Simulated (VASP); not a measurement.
Set up this calculation in VASP 6.6.1, as the native input.

```yaml
Task: single point
Functional: r2SCAN
Potentials_or_basis: VASP PAW PBE potentials, release 64 (Ta_sv_GW, N)
Cutoff: 770 eV
k_mesh: 18 × 18 × 18
Occupations: gaussian, width 0.15 eV
Spin: no spin polarisation
Dipole_correction: no
Further_INCAR_settings: ALGO = Normal; EDIFF = 1e-06; NBANDS = 16
```

TaN:

```
Ta N
1.0
     0.00000    2.17900    2.17900
     2.17900    0.00000    2.17900
     2.17900    2.17900    0.00000
Ta N
1 1
Direct
  0.50000 0.50000 0.50000
  0.99140 0.99140 0.00860
```

This cell differs from its parent crystal: all N atoms moved +0.037 Å, as atom 2 towards its neighbour atom 1 (Ta) at 2.179 Å.

These files were run (other wordings do the same):

POSCAR

```
TaN
1.0
    0.0000000000      2.1790000000      2.1790000000
    2.1790000000      0.0000000000      2.1790000000
    2.1790000000      2.1790000000      0.0000000000
Ta N
1 1
Direct
    0.5000000000      0.5000000000      0.5000000000
   -0.0086048646     -0.0086048646      0.0086048646
```

INCAR.step1

```
  ALGO = Normal
  EDIFF = 1E-5
  ENCUT = 770
  GGA = PE
  GGA_COMPAT = False
  ISMEAR = 0
  LASPH = True
  LCHARG = False
  LREAL = False
  LWAVE = True
  NBANDS = 16
  NELM = 120
  PREC = Accurate
  SIGMA = 0.15
```

INCAR.step2

```
  ALGO = Normal
  EDIFF = 1E-6
  ENCUT = 770
  GGA_COMPAT = False
  ISIF = 2
  ISMEAR = 0
  ISTART = 1
  LASPH = True
  LCHARG = False
  LMIXTAU = True
  LREAL = False
  LWAVE = False
  METAGGA = R2SCAN
  NBANDS = 16
  NELM = 120
  PREC = Accurate
  SIGMA = 0.15
```

KPOINTS

```
k-points
0
Gamma
  18 18 18
```

Potentials or basis: VASP PAW PBE potentials, release 64 (Ta_sv_GW, N).

Command:

```bash
$ cat potpaw_PBE.64/Ta_sv_GW/POTCAR potpaw_PBE.64/N/POTCAR > POTCAR
$ cp INCAR.step1 INCAR
$ mpirun -np 1 vasp_std > vasp.out
$ cp INCAR.step2 INCAR
$ mpirun -np 1 vasp_std > vasp.out
```

Results of the run:

| Property | Result |
| --- | --- |
| Pressure | 10.1 GPa |
| Largest force | 0.336 eV/Å |
| Band gap on the k mesh | zero (bands 9 and 10 overlap by 4.20 eV) |

Caveat: the cell differs from its parent crystal (all N atoms moved +0.037 Å, as atom 2 towards its neighbour atom 1 (Ta) at 2.179 Å); the cell stands under pressure; the PAW data sets were made with another functional, which shifts forces and pressure a little; spin-orbit coupling is left out, which moves the levels of the heavy elements.

Wall time 9.1 min on 1 thread of AMD EPYC 9R45 96-Core Processor (Zen 5) (shared host), peak memory 0.4 GiB.
